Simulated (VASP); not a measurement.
# WSe2 in VASP: single point with PBEsol

Aim: the single point of WSe2 with PBEsol.

Program: VASP 6.6.1. These are calculated values, not measurements. Logs are shortened: lines on timing, memory, paths and dates and some standing lists are left out, and cuts for length are marked.

## (1) The cell of the first run

The cell holds a slab with vacuum, 9 atoms: a = 3.271 Å, b = 3.271 Å, c = 29.185 Å, α = 90.00°, β = 90.00°, γ = 120.00°.

## (2) Single point, PBEsol

File INCAR:

```
ALGO = Normal
EDIFF = 1E-7
ENCUT = 520
GGA = PS
ISIF = 2
ISMEAR = 0
LASPH = T
LCHARG = F
LREAL = F
LWAVE = F
NBANDS = 49
NELM = 60
PREC = Accurate
SIGMA = 0.05
```

File KPOINTS:

```
k-points
0
Gamma
  12 12 1
```

File POSCAR:

```
WSe2
1.0
    3.2709028599      0.0000000000      0.0000000000
   -1.6354514299      2.8326849700      0.0000000000
    0.0000000000      0.0000000000     29.1847504091
W Se
3 6
Direct
    0.6798742849      0.3597485699     -0.0022731224
    0.3465409516      0.6930819032      0.7711910352
    0.3465409516      0.6930819032      0.2242627200
    0.3333333333      0.6666666667      0.0573689705
    0.6666666667      0.3333333333      0.8308403050
    0.6666666667      0.3333333333      0.2838341585
    0.3333333333      0.6666666667      0.9426310295
    0.6666666667      0.3333333333      0.7161658415
    0.6666666667      0.3333333333      0.1691596950
```

Potentials or basis: VASP PAW PBE potentials, release 64 (W_sv, Se).

Run with:

```sh
> cat potpaw_PBE.64/W_sv/POTCAR potpaw_PBE.64/Se/POTCAR > POTCAR
> mpirun -np 1 vasp_std > vasp.out
```

OUTCAR:

```text
EDIFF = 1E-7
   ENCUT = 520
   GGA = PS
   ISIF = 2
   ISMEAR = 0
   LASPH = T
   LREAL = F
   NELM = 60
   PREC = Accurate

 ion  position               nearest neighbor table
   1  0.680  0.360  0.998-   7 2.45   7 2.45   7 2.54   4 2.54   4 2.54   4 2.62
   2  0.347  0.693  0.771-   8 2.42   8 2.51   8 2.51   5 2.51   5 2.60   5 2.60
   3  0.347  0.693  0.224-   9 2.42   9 2.51   9 2.51   6 2.51   6 2.60   6 2.60
   4  0.333  0.667  0.057-   1 2.54   1 2.54   1 2.62
   5  0.667  0.333  0.831-   2 2.51   2 2.60   2 2.60
   6  0.667  0.333  0.284-   3 2.51   3 2.60   3 2.60
   7  0.333  0.667  0.943-   1 2.45   1 2.45   1 2.54
   8  0.667  0.333  0.716-   2 2.42   2 2.51   2 2.51
   9  0.667  0.333  0.169-   3 2.42   3 2.51   3 2.51

  LATTYP: Found a hexagonal cell.
 ALAT       =     3.2709028599
 C/A-ratio  =     8.9225365776

  Lattice vectors:

 A1 = (   3.2709028599,   0.0000000000,   0.0000000000)
 A2 = (  -1.6354514299,   2.8326849700,   0.0000000000)
 A3 = (   0.0000000000,   0.0000000000,  29.1847504091)

Analysis of symmetry for initial positions (statically):
=====================================================================
 Subroutine PRICEL returns:
 Original cell was already a primitive cell.

 Routine SETGRP: Setting up the symmetry group for a
 hexagonal supercell.

 Subroutine GETGRP returns: Found  2 space group operations
 (whereof  2 operations were pure point group operations)
 out of a pool of 24 trial point group operations.

The static configuration has the point symmetry C_1h.

Analysis of symmetry for dynamics (positions and initial velocities):
=====================================================================
 Subroutine PRICEL returns:
 Original cell was already a primitive cell.

 Routine SETGRP: Setting up the symmetry group for a
 hexagonal supercell.

 Subroutine GETGRP returns: Found  2 space group operations
 (whereof  2 operations were pure point group operations)
 out of a pool of 24 trial point group operations.

The dynamic configuration has the point symmetry C_1h.

 Subroutine INISYM returns: Found  2 space group operations
 (whereof  2 operations are pure point group operations),
 and found     1 'primitive' translations

----------------------------------------------------------------------------------------

                                     Primitive cell

  volume of cell :     270.4095

  direct lattice vectors                    reciprocal lattice vectors
     3.270902860  0.000000000  0.000000000     0.305725985  0.176510980  0.000000000
    -1.635451430  2.832684970  0.000000000     0.000000000  0.353021960  0.000000000
     0.000000000  0.000000000 29.184750409     0.000000000  0.000000000  0.034264470

  length of vectors
     3.270902860  3.270902860 29.184750409     0.353021960  0.353021960  0.034264470

  position of ions in fractional coordinates (direct lattice)
     0.679874285  0.359748570  0.997726878
     0.346540952  0.693081903  0.771191035
     0.346540952  0.693081903  0.224262720
     0.333333333  0.666666667  0.057368971
     0.666666667  0.333333333  0.830840305
     0.666666667  0.333333333  0.283834158
     0.333333333  0.666666667  0.942631029
     0.666666667  0.333333333  0.716165842
     0.666666667  0.333333333  0.169159695

  ion indices of the primitive-cell ions
   primitive index   ion index
                 1           1
                 2           2
                 3           3
                 4           4
                 5           5
                 6           6
                 7           7
                 8           8
                 9           9

----------------------------------------------------------------------------------------

 KPOINTS: k-points

Automatic generation of k-mesh.
 Grid dimensions read from file:
 generate k-points for:   12   12    1

 Generating k-lattice:

  Cartesian coordinates                     Fractional coordinates (reciprocal lattice)
     0.025477165  0.014709248  0.000000000     0.083333333  0.000000000  0.000000000
     0.000000000  0.029418497  0.000000000     0.000000000  0.083333333  0.000000000
     0.000000000  0.000000000  0.034264470     0.000000000  0.000000000  1.000000000

  Length of vectors
     0.029418497  0.029418497  0.034264470

  Shift w.r.t. Gamma in fractional coordinates (k-lattice)
     0.000000000  0.000000000  0.000000000

 Subroutine IBZKPT returns following result:
 ===========================================

 Found     43 irreducible k-points:

 Following reciprocal coordinates:
            Coordinates               Weight
  0.000000  0.000000  0.000000      1.000000
  0.083333  0.000000  0.000000      4.000000
  0.000000  0.083333  0.000000      2.000000
  0.166667  0.000000  0.000000      4.000000
  0.000000  0.166667  0.000000      2.000000
  0.250000  0.000000  0.000000      4.000000
[... 16 lines left out ...]
 -0.083333  0.416667  0.000000      4.000000
 -0.416667  0.333333  0.000000      4.000000
 [... further k-points ...]
   k-points           NKPTS =     43   k-points in BZ     NKDIM =     43   number of bands    NBANDS=     49
   number of dos      NEDOS =    301   number of ions     NIONS =      9
   total plane-waves  NPLWV = 129024
   dimension x,y,z NGX =    24 NGY =   24 NGZ =  224
   dimension x,y,z NGXF=    48 NGYF=   48 NGZF=  448
   ions per type =               3   6
   NGX,Y,Z   is equivalent  to a cutoff of  12.20, 12.20, 12.76 a.u.
   NGXF,Y,Z  is equivalent  to a cutoff of  24.40, 24.40, 25.52 a.u.
 SYSTEM =  unknown system
   PREC   = accura    normal or accurate (medium, high low for compatibility)
   ISTART =      0    job   : 0-new  1-cont  2-samecut
   ICHARG =      2    charge: 1-file 2-atom 10-const
   ISPIN  =      1    spin polarized calculation?
   LNONCOLLINEAR =      F non collinear calculations
   LSORBIT =      F    spin-orbit coupling
   LASPH  =      T    aspherical Exc in radial PAW
   ENCUT  =  520.0 eV  38.22 Ry    6.18 a.u.   6.08  6.08 54.26*2*pi/ulx,y,z
   NELM   =     60;   NELMIN=  2; NELMDL= -5     # of ELM steps
   EDIFF  = 0.1E-06   stopping-criterion for ELM
   LREAL  =      F    real-space projection
   EDIFFG = 0.1E-05   stopping-criterion for IOM
   NSW    =      0    number of steps for IOM
   IBRION =     -1    ionic relax: 0-MD 1-quasi-New 2-CG
   NFREE  =      0    steps in history (QN), initial steepest desc. (CG)
   ISIF   =      2    stress and relaxation
   ISYM   =      2    0-nonsym 1-usesym 2-fastsym
   POTIM  = 0.5000    time-step for ionic-motion
   TEBEG  =    0.0;   TEEND  =   0.0 temperature during run
   PSTRESS=    0.0 pullay stress
   NELECT =      78.0000    total number of electrons
   NUPDOWN=      -1.0000    fix difference up-down
   EMIN   =  10.00;   EMAX   =-10.00  energy-range for DOS
   EFERMI =   0.00;   METHOD = LEGACY
   ISMEAR =     0;   SIGMA  =   0.05  broadening in eV -4-tet -1-fermi 0-gaus
   EFERMI_NEDOS =   21; number of points for ismear=-14 and -15
   IALGO  =     38    algorithm
   IMIX   =      4    mixing-type and parameters
     AMIX     =   0.40;   BMIX     =  1.00
     AMIX_MAG =   1.60;   BMIX_MAG =  1.00
  volume/ion in A,a.u.               =      30.05       202.76
  Fermi-wavevector in a.u.,A,eV,Ry     =   1.081681  2.044080 15.919266  1.170033
  Thomas-Fermi vector in A             =   2.217703
   LORBIT       =      0    0 simple, 1 ext, 2 COOP (PROOUT), +10 PAW based schemes
   GGA     = PS    functional components
   LHFCALC =     F    Hartree Fock is set to
   AEXX    =    0.0000 exact exchange contribution
   IVDW    =     0    specifies the selected vdW correction
   LEPSILON=     F    determine dielectric tensor
   LRPA    =     F    only Hartree local field effects (RPA)
 non-spin polarized calculation
 Gauss-broadening in eV      SIGMA  =   0.05
  energy-cutoff  :      520.00
  volume of cell :      270.41
 maximum number of plane-waves:      7344
   NGX = 13   NGY = 13   NGZ =109

 number of electron      77.9999992 magnetization

 Free energy of the ion-electron system (eV)
  ---------------------------------------------------
  ext. energy  EPLUGINS =         0.00000000
  ---------------------------------------------------
  free energy    TOTEN  =       -69.43004032 eV

  energy without entropy =      -69.43004032  energy(sigma->0) =      -69.43004032

 E-fermi :   2.7677     XC(G=0):  -7.6730

 val. band max:        2.4190667716   @ k =   0.0000   0.0000   0.0000
 cond. band min:       3.5528599566   @ k =  -0.3333   0.1667   0.0000
 fundamental gap:      1.1337931850
 Fermi energy:         2.7677107904

 k-point     1 :       0.0000    0.0000    0.0000
  band No.  band energies     occupation
      1     -71.8030      2.00000
      2     -71.6992      2.00000
      3     -71.5874      2.00000
      4     -36.0759      2.00000
      5     -35.9709      2.00000
      6     -35.9315      2.00000
[... 41 lines left out ...]
     48       5.6677      0.00000
     49       5.7499      0.00000

 k-point     2 :       0.0833    0.0000    0.0000
  band No.  band energies     occupation
      1     -71.8022      2.00000
      2     -71.6984      2.00000
      3     -71.5867      2.00000
      4     -36.0727      2.00000
      5     -35.9676      2.00000
      6     -35.9410      2.00000
[... 41 lines left out ...]
     48       5.4829      0.00000
     49       5.7131      0.00000

 k-point     3 :       0.0000    0.0833    0.0000
  band No.  band energies     occupation
      1     -71.8022      2.00000
      2     -71.6984      2.00000
      3     -71.5866      2.00000
      4     -36.0726      2.00000
      5     -35.9677      2.00000
      6     -35.9488      2.00000
[... 1081 lines left out ...]
     48       6.0403      0.00000
     49       6.3869      0.00000

 k-point    24 :      -0.4167    0.3333    0.0000
  band No.  band energies     occupation
      1     -71.7931      2.00000
      2     -71.6892      2.00000
      3     -71.5775      2.00000
      4     -36.1252      2.00000
      5     -36.0399      2.00000
      6     -36.0338      2.00000
[... 41 lines left out ...]
     48       5.9743      0.00000
     49       6.2823      0.00000

 [... further k-points ...]

------------------------ aborting loop because EDIFF is reached ----------------------------------------

  FORCE on cell =-STRESS in cart. coord.  units (eV):
  Direction    XX          YY          ZZ          XY          YZ          ZX
  --------------------------------------------------------------------------------------
  -------------------------------------------------------------------------------------
  Total        0.5166726      1.6650379      1.6115057      0.0000000     -0.7965264     -0.0000000
  in kB        3.0612877      9.8653568      9.5481780      0.0000000     -4.7194226     -0.0000000
  external PRESSURE =       7.4916075 kB  Pullay stress =       0.0000000 kB

 VOLUME and BASIS-vectors are now :
 -----------------------------------------------------------------------------
  energy-cutoff  :      520.00
  volume of cell :      270.41
      direct lattice vectors                 reciprocal lattice vectors
     3.270902860  0.000000000  0.000000000     0.305725985  0.176510980  0.000000000
    -1.635451430  2.832684970  0.000000000     0.000000000  0.353021960  0.000000000
     0.000000000  0.000000000 29.184750409     0.000000000  0.000000000  0.034264470

 POSITION                                       TOTAL-FORCE (eV/Angst)
 -----------------------------------------------------------------------------------
      1.63545      1.01905     29.11841        -0.000000     -1.389264      1.965858
      0.00000      1.96328     22.50702        -0.000000     -1.466035      1.983576
      0.00000      1.96328      6.54505        -0.000000     -1.463912      1.981409
     -0.00000      1.88846      1.67430         0.000000      0.597727     -0.780681
      1.63545      0.94423     24.24787         0.000000      0.615256     -0.778066
      1.63545      0.94423      8.28363         0.000000      0.621725     -0.790809
     -0.00000      1.88846     27.51045         0.000000      0.792086     -1.185174
      1.63545      0.94423     20.90112         0.000000      0.850144     -1.204236
      1.63545      0.94423      4.93688         0.000000      0.842273     -1.191877
 -----------------------------------------------------------------------------------
    total drift:                                0.000000      0.000063      0.000005

  FREE ENERGIE OF THE ION-ELECTRON SYSTEM (eV)
  ---------------------------------------------------
  free  energy   TOTEN  =       -69.4300403216 eV

  energy  without entropy=      -69.4300403216  energy(sigma->0) =      -69.43004032
```

Wall time 16 min (1 thread of Intel Xeon Platinum 8259CL at 2.50GHz (Skylake/Cascade Lake), shared host); peak memory 0.63 GiB.

What came out:

```
Free energy            : -69.4300 eV
Largest force          : 2.467 eV/Å
Band gap on the k mesh : 1.13 eV (least direct gap 1.46 eV)
```

Forces in eV/Å, atoms in the order of the input:
```
W    0.000 -1.389  1.966
W    0.000 -1.466  1.984
W    0.000 -1.464  1.981
Se   0.000  0.598 -0.781
Se   0.000  0.615 -0.778
Se   0.000  0.622 -0.791
Se   0.000  0.792 -1.185
Se   0.000  0.850 -1.204
Se   0.000  0.842 -1.192
```

Caveat: the cell differs from its parent crystal (all W atoms moved -0.100 Å, as atom 1 towards its neighbour atom 4 (Se) at 2.524 Å); the PAW data sets were made with another functional, which shifts forces and pressure a little; spin-orbit coupling is left out, which moves the levels of the heavy elements.
